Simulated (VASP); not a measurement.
Input of a VASP 6.6.1 run:

The input INCAR:

```
SYSTEM = InGa2N3
PREC     = Accurate       ! precision mode
ENCUT    = 520            ! plane-wave cutoff, eV
EDIFF    = 1E-7           ! SCF threshold, eV
ISMEAR   = 0              ! smearing method
SIGMA    = 0.1            ! smearing width, eV
LREAL    = .FALSE.        ! projectors in reciprocal space
LASPH    = .TRUE.         ! aspherical terms in the spheres
NELM     = 150            ! most SCF steps
ALGO     = Normal         ! electronic algorithm
ISIF     = 2              ! what is computed and relaxed
LWAVE    = .FALSE.        ! write WAVECAR
LCHARG   = .FALSE.        ! write CHGCAR
ISPIN    = 2              ! spin polarisation
MAGMOM   = 0 0 0 1 1 1    ! initial moments
LORBIT   = 11             ! projections on sites
GGA      = PE             ! functional
NBANDS   = 40             ! bands
```

File KPOINTS:

```
regular mesh
0
G
  6 6 6
  0 0 0
```

The input POSCAR:

```
InGa2N3
1.0
   -2.6384167400      2.6384167400      3.4359814800
    2.6384167400     -2.6384167400      3.4359814800
    2.6384167400      2.6384167400     -3.4359814800
In Ga N
1 2 3
Direct
    0.5000000000      0.5000000000      0.0000000000
    0.7500000000      0.2500000000      0.5000000000
    0.2500000000      0.7500000000      0.5000000000
    0.0000000000      0.0000000000      0.0000000000
    0.5000000000      0.0000000000      0.5000000000
    0.0000000000      0.5000000000      0.5000000000
```

Potentials or basis: VASP PAW PBE potentials, release 64 (In_d, Ga_d, N).

Launch:

```bash
$ cat potpaw_PBE.64/In_d/POTCAR potpaw_PBE.64/Ga_d/POTCAR potpaw_PBE.64/N/POTCAR > POTCAR
$ mpirun -np 1 vasp_std > vasp.out
```

Q: Estimate the pressure.

A: 8.5 GPa.

Q: Predict the net moment.

A: 2.00 μB per cell.

Q: Estimate the band gap on the k mesh.

A: Zero (filled and empty bands overlap).

Stress tensor (GPa, compression positive):
```
 6.76  0.00  0.00
 0.00  6.76  0.00
 0.00  0.00 12.03
```

Caveat: the cell stands under pressure; semilocal functionals underestimate gaps, so a narrow gap can read as zero; spin-orbit coupling is left out, which moves the levels of the heavy elements.
